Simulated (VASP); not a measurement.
# SiC (SiC (F-43m)) (F-43m) in VASP: notebook

The runs below take SiC (SiC (F-43m)) through single point, with PBE, LDA.

All numbers are computed with VASP 6.6.1; they aren't measurements. Logs are shortened: lines on timing, memory, paths and dates and some standing lists are left out, and cuts for length are marked.

### Step 1. The cell of the first run

It takes space group F-43m (No. 216, cubic). Conventional cell: a = 4.380 Å, b = 4.380 Å, c = 4.380 Å, α = 90.00°, β = 90.00°, γ = 90.00°. Si (site symmetry -43m) has 4 C at 1.90 Å within 2.5 Å. Within 2.5 Å of C (site symmetry -43m) lie 4 Si at 1.90 Å.

### Step 2. Single point, PBE

Contents of INCAR:

```
PREC     = Accurate       # precision mode
ENCUT    = 600            # plane-wave cutoff, eV
EDIFF    = 1E-6           # SCF threshold, eV
ISMEAR   = -1             # smearing method
SIGMA    = 0.01           # smearing width, eV
LREAL    = F              # projectors in reciprocal space
LASPH    = T              # aspherical terms in the spheres
NELM     = 120            # most SCF steps
ALGO     = Normal         # electronic algorithm
ISIF     = 2              # what is computed and relaxed
LWAVE    = F              # write WAVECAR
LCHARG   = F              # write CHGCAR
GGA      = PE             # functional
NBANDS   = 11             # bands
GGA_COMPAT= F
```

Contents of KPOINTS:

```
Automatic mesh
0
Gamma
  8 8 8
```

Contents of POSCAR:

```
SiC
1.0
    0.0000000000      2.1898524993      2.1898524993
    2.1898524993      0.0000000000      2.1898524993
    2.1898524993      2.1898524993      0.0000000000
Si C
1 1
Direct
    0.7500000002      0.7500000002      0.7500000002
    0.0000000000      0.0000000000      0.0000000000
```

Potentials or basis: VASP PAW PBE potentials, release 64 (Si, C).

Run with:

```
$ cat potpaw_PBE.64/Si/POTCAR potpaw_PBE.64/C/POTCAR > POTCAR
$ mpirun -np 1 vasp_std > vasp.out
```

OUTCAR:

```text
PREC = Accurate
   ENCUT = 600
   EDIFF = 1E-6
   ISMEAR = -1
   LREAL = F
   LASPH = T
   NELM = 120
   ISIF = 2
   GGA = PE

 ion  position               nearest neighbor table
   1  0.750  0.750  0.750-   2 1.90   2 1.90   2 1.90   2 1.90
   2  0.000  0.000  0.000-   1 1.90   1 1.90   1 1.90   1 1.90

  LATTYP: Found a face centered cubic cell.
 ALAT       =     4.3797049986

  Lattice vectors:

 A1 = (   0.0000000000,   2.1898524993,   2.1898524993)
 A2 = (   2.1898524993,   0.0000000000,   2.1898524993)
 A3 = (   2.1898524993,   2.1898524993,   0.0000000000)

Analysis of symmetry for initial positions (statically):
=====================================================================
 Subroutine PRICEL returns:
 Original cell was already a primitive cell.

 Routine SETGRP: Setting up the symmetry group for a
 face centered cubic supercell.

 Subroutine GETGRP returns: Found 24 space group operations
 (whereof 24 operations were pure point group operations)
 out of a pool of 48 trial point group operations.

The static configuration has the point symmetry T_d .

Analysis of symmetry for dynamics (positions and initial velocities):
=====================================================================
 Subroutine PRICEL returns:
 Original cell was already a primitive cell.

 Routine SETGRP: Setting up the symmetry group for a
 face centered cubic supercell.

 Subroutine GETGRP returns: Found 24 space group operations
 (whereof 24 operations were pure point group operations)
 out of a pool of 48 trial point group operations.

The dynamic configuration has the point symmetry T_d .

 Subroutine INISYM returns: Found 24 space group operations
 (whereof 24 operations are pure point group operations),
 and found     1 'primitive' translations

----------------------------------------------------------------------------------------

                                     Primitive cell

  volume of cell :      21.0027

  direct lattice vectors                    reciprocal lattice vectors
     0.000000000  2.189852499  2.189852499    -0.228325880  0.228325880  0.228325880
     2.189852499  0.000000000  2.189852499     0.228325880 -0.228325880  0.228325880
     2.189852499  2.189852499  0.000000000     0.228325880  0.228325880 -0.228325880

  length of vectors
     3.096919104  3.096919104  3.096919104     0.395472026  0.395472026  0.395472026

  position of ions in fractional coordinates (direct lattice)
     0.750000000  0.750000000  0.750000000
[... 80 lines left out ...]
   EDIFFG = 0.1E-04   stopping-criterion for IOM
   NSW    =      0    number of steps for IOM
   IBRION =     -1    ionic relax: 0-MD 1-quasi-New 2-CG
   NFREE  =      0    steps in history (QN), initial steepest desc. (CG)
   ISIF   =      2    stress and relaxation
   ISYM   =      2    0-nonsym 1-usesym 2-fastsym
   POTIM  = 0.5000    time-step for ionic-motion
   TEBEG  =    0.0;   TEEND  =   0.0 temperature during run
   PSTRESS=    0.0 pullay stress
   NELECT =       8.0000    total number of electrons
   NUPDOWN=      -1.0000    fix difference up-down
   EMIN   =  10.00;   EMAX   =-10.00  energy-range for DOS
   EFERMI =   0.00;   METHOD = LEGACY
   ISMEAR =    -1;   SIGMA  =   0.01  broadening in eV -4-tet -1-fermi 0-gaus
   EFERMI_NEDOS =   21; number of points for ismear=-14 and -15
   IALGO  =     38    algorithm
   IMIX   =      4    mixing-type and parameters
     AMIX     =   0.40;   BMIX     =  1.00
     AMIX_MAG =   1.60;   BMIX_MAG =  1.00
  volume/ion in A,a.u.               =      10.50        70.87
  Fermi-wavevector in a.u.,A,eV,Ry     =   1.186716  2.242567 19.161000  1.408294
  Thomas-Fermi vector in A             =   2.322882
   LORBIT       =      0    0 simple, 1 ext, 2 COOP (PROOUT), +10 PAW based schemes
   GGA     = PE    functional components
   LHFCALC =     F    Hartree Fock is set to
   AEXX    =    0.0000 exact exchange contribution
   IVDW    =     0    specifies the selected vdW correction
   LEPSILON=     F    determine dielectric tensor
   LRPA    =     F    only Hartree local field effects (RPA)
 non-spin polarized calculation
  energy-cutoff  :      600.00
  volume of cell :       21.00
 maximum number of plane-waves:       725
 NGX is ok and might be reduce to    28
   NGX = 13   NGY = 13   NGZ = 13

 number of electron       8.0000000 magnetization

 Free energy of the ion-electron system (eV)
  ---------------------------------------------------
  ext. energy  EPLUGINS =         0.00000000
  ---------------------------------------------------
  free energy    TOTEN  =       -15.06115351 eV

  energy without entropy =      -15.06115351  energy(sigma->0) =      -15.06115351

 E-fermi :   8.1468     XC(G=0): -11.2909

 val. band max:        7.9408305707   @ k =   0.0000   0.0000   0.0000
 cond. band min:       9.3110981748   @ k =   0.5000   0.5000   0.0000
 fundamental gap:      1.3702676041
 Fermi energy:         8.1468156682

 k-point     1 :       0.0000    0.0000    0.0000
  band No.  band energies     occupation
      1      -7.3462      2.00000
      2       7.9408      2.00000
      3       7.9408      2.00000
      4       7.9408      2.00000
      5      13.9996      0.00000
      6      15.1452      0.00000
      7      15.1452      0.00000
      8      15.1452      0.00000
      9      22.3606      0.00000
     10      22.3606      0.00000
     11      24.1909      0.00000
[... 309 lines left out ...]
 k-point    24 :      -0.3750    0.2500    0.1250
  band No.  band energies     occupation
      1      -3.1941      2.00000
      2       0.1809      2.00000
      3       4.2572      2.00000
      4       5.7042      2.00000
      5      13.1572      0.00000
      6      15.1124      0.00000
      7      17.9648      0.00000
      8      18.8152      0.00000
      9      21.2190      0.00000
     10      24.0293      0.00000
     11      27.0883      0.00000

 [... further k-points ...]
[... 5 lines left out ...]
  --------------------------------------------------------------------------------------
  -------------------------------------------------------------------------------------
  Total       -0.0227591     -0.0227591     -0.0227591      0.0000000      0.0000000     -0.0000000
  in kB       -1.7361635     -1.7361635     -1.7361635      0.0000000      0.0000000     -0.0000000
  external PRESSURE =      -1.7361635 kB  Pullay stress =       0.0000000 kB

 VOLUME and BASIS-vectors are now :
 -----------------------------------------------------------------------------
  energy-cutoff  :      600.00
  volume of cell :       21.00
      direct lattice vectors                 reciprocal lattice vectors
     0.000000000  2.189852499  2.189852499    -0.228325880  0.228325880  0.228325880
     2.189852499  0.000000000  2.189852499     0.228325880 -0.228325880  0.228325880
     2.189852499  2.189852499  0.000000000     0.228325880  0.228325880 -0.228325880

 POSITION                                       TOTAL-FORCE (eV/Angst)
 -----------------------------------------------------------------------------------
      3.28478      3.28478      3.28478        -0.000000     -0.000000     -0.000000
      0.00000      0.00000      0.00000         0.000000      0.000000      0.000000
 -----------------------------------------------------------------------------------
    total drift:                               -0.000000     -0.000000     -0.000000

  FREE ENERGIE OF THE ION-ELECTRON SYSTEM (eV)
  ---------------------------------------------------
  free  energy   TOTEN  =       -15.0611535142 eV

  energy  without entropy=      -15.0611535142  energy(sigma->0) =      -15.06115351
```

stdout:

```text
POSCAR found type information on POSCAR SiC
 POSCAR found :  2 types and       2 ions
 scaLAPACK will be used
 LDA part: xc-table for (Slater+PW92), standard interpolation
 POSCAR, INCAR and KPOINTS ok, starting setup
 FFT: planning ... GRIDC
 FFT: planning ... GRID_SOFT
 FFT: planning ... GRID
 WAVECAR not read
 entering main loop
```

Wall time 18 s (1 thread of Intel Xeon 8259CL, shared host); peak memory 0.15 GiB.

What came out:

```
Free energy            : -15.0612 eV
Pressure               : -0.2 GPa
Band gap on the k mesh : 1.37 eV, indirect (least direct gap 4.53 eV)
```

Levels at points of the mesh, in eV from the valence-band top:
```csv
k point,band 1,band 2,band 3,band 4,band 5,band 6,band 7,band 8,band 9
"(0.00, 0.00, 0.00)",-15.29,0.00,0.00,0.00,6.06,7.20,7.20,7.20,14.42
"(0.50, 0.00, 0.00)",-11.78,-8.45,-1.05,-1.05,5.30,7.17,7.17,9.97,16.02
"(0.50, 0.50, 0.00)",-10.34,-7.75,-3.16,-3.16,1.37,4.27,13.86,13.86,14.59
```

### Step 3. Single point, LDA

Contents of INCAR:

```
SYSTEM = SiC
  ALGO = Normal
  EDIFF = 1E-6
  ENCUT = 600
  GGA = CA
  GGA_COMPAT = .False.
  ISIF = 2
  ISMEAR = -1
  LASPH = .True.
  LCHARG = .False.
  LREAL = .False.
  LWAVE = .False.
  NBANDS = 11
  NELM = 120
  PREC = Accurate
  SIGMA = 0.01
```

Contents of KPOINTS:

```
k-points
0
Gamma
  11 11 11
  0 0 0
```

POSCAR is that of step 2.

Potentials or basis: VASP PAW LDA potentials, release 64 (Si, C).

Run with:

```
$ cat potpaw_LDA.64/Si/POTCAR potpaw_LDA.64/C/POTCAR > POTCAR
$ mpirun -np 1 vasp_std > vasp.out
```

OUTCAR:

```text
SYSTEM = SiC
   EDIFF = 1E-6
   ENCUT = 600
   GGA = CA
   ISIF = 2
   ISMEAR = -1
   LASPH = .True.
   LREAL = .False.
   NELM = 120
   PREC = Accurate

 ion  position               nearest neighbor table
   1  0.750  0.750  0.750-   2 1.90   2 1.90   2 1.90   2 1.90
   2  0.000  0.000  0.000-   1 1.90   1 1.90   1 1.90   1 1.90

  LATTYP: Found a face centered cubic cell.
 ALAT       =     4.3797049986

  Lattice vectors:

 A1 = (   0.0000000000,   2.1898524993,   2.1898524993)
 A2 = (   2.1898524993,   0.0000000000,   2.1898524993)
 A3 = (   2.1898524993,   2.1898524993,   0.0000000000)

Analysis of symmetry for initial positions (statically):
=====================================================================
 Subroutine PRICEL returns:
 Original cell was already a primitive cell.

 Routine SETGRP: Setting up the symmetry group for a
 face centered cubic supercell.

 Subroutine GETGRP returns: Found 24 space group operations
 (whereof 24 operations were pure point group operations)
 out of a pool of 48 trial point group operations.

The static configuration has the point symmetry T_d .

Analysis of symmetry for dynamics (positions and initial velocities):
[... 167 lines left out ...]
  band No.  band energies     occupation
      1      -7.3075      2.00000
      2       7.8918      2.00000
      3       7.8918      2.00000
      4       7.8918      2.00000
      5      14.0079      0.00000
      6      14.9833      0.00000
      7      14.9833      0.00000
      8      14.9833      0.00000
      9      22.2667      0.00000
     10      22.2667      0.00000
     11      23.8329      0.00000
[... 309 lines left out ...]
 k-point    24 :      -0.1818    0.1818    0.0000
  band No.  band energies     occupation
      1      -5.6465      2.00000
      2       3.6256      2.00000
      3       5.1089      2.00000
      4       7.3995      2.00000
      5      14.5600      0.00000
      6      15.4767      0.00000
      7      15.8783      0.00000
      8      16.6678      0.00000
      9      19.1702      0.00000
     10      22.5702      0.00000
     11      26.5354      0.00000

 [... further k-points ...]
[... 5 lines left out ...]
  --------------------------------------------------------------------------------------
  -------------------------------------------------------------------------------------
  Total       -0.9506505     -0.9506505     -0.9506505     -0.0000000     -0.0000000      0.0000000
  in kB      -72.5198445    -72.5198445    -72.5198445     -0.0000000     -0.0000000      0.0000000
  external PRESSURE =     -72.5198445 kB  Pullay stress =       0.0000000 kB

 VOLUME and BASIS-vectors are now :
 -----------------------------------------------------------------------------
  energy-cutoff  :      600.00
  volume of cell :       21.00
      direct lattice vectors                 reciprocal lattice vectors
     0.000000000  2.189852499  2.189852499    -0.228325880  0.228325880  0.228325880
     2.189852499  0.000000000  2.189852499     0.228325880 -0.228325880  0.228325880
     2.189852499  2.189852499  0.000000000     0.228325880  0.228325880 -0.228325880

 POSITION                                       TOTAL-FORCE (eV/Angst)
 -----------------------------------------------------------------------------------
      3.28478      3.28478      3.28478         0.000000      0.000000      0.000000
      0.00000      0.00000      0.00000        -0.000000     -0.000000     -0.000000
 -----------------------------------------------------------------------------------
    total drift:                               -0.000000     -0.000000     -0.000000

  FREE ENERGIE OF THE ION-ELECTRON SYSTEM (eV)
  ---------------------------------------------------
  free  energy   TOTEN  =       -16.6292853840 eV

  energy  without entropy=      -16.6292853840  energy(sigma->0) =      -16.62928538
```

OSZICAR:

```text
N       E                     dE             d eps       ncg     rms          rms(c)
DAV:   1     0.399884630894E+01    0.39988E+01   -0.42956E+03  1232   0.741E+02
DAV:   2    -0.178115519650E+02   -0.21810E+02   -0.20581E+02  1611   0.106E+02
DAV:   3    -0.186138228298E+02   -0.80227E+00   -0.79985E+00  1552   0.174E+01
DAV:   4    -0.186176273981E+02   -0.38046E-02   -0.38043E-02  1412   0.155E+00
DAV:   5    -0.186176448913E+02   -0.17493E-04   -0.17493E-04  1531   0.100E-01    0.890E+00
DAV:   6    -0.167141012545E+02    0.19035E+01   -0.71804E+00  1373   0.118E+01    0.389E+00
DAV:   7    -0.166503267859E+02    0.63774E-01   -0.36113E-01  1475   0.350E+00    0.175E+00
DAV:   8    -0.166297091586E+02    0.20618E-01   -0.25923E-02  1439   0.970E-01    0.180E-01
DAV:   9    -0.166292687905E+02    0.44037E-03   -0.20699E-03  1554   0.243E-01    0.967E-02
DAV:  10    -0.166292851705E+02   -0.16380E-04   -0.13608E-04  1394   0.721E-02    0.322E-02
DAV:  11    -0.166292853840E+02   -0.21357E-06   -0.51491E-06  1493   0.132E-02
   1 F= -.16629285E+02 E0= -.16629285E+02  d E =-.168894E-15
```

Wall time 22 s (1 thread of Intel Xeon 8259CL, shared host); peak memory 0.14 GiB.

Results:

* Free energy: -16.6293 eV
* Pressure: -7.3 GPa
* Band gap on the k mesh: 1.41 eV, indirect (least direct gap 4.53 eV)

A k mesh can miss the band edges.
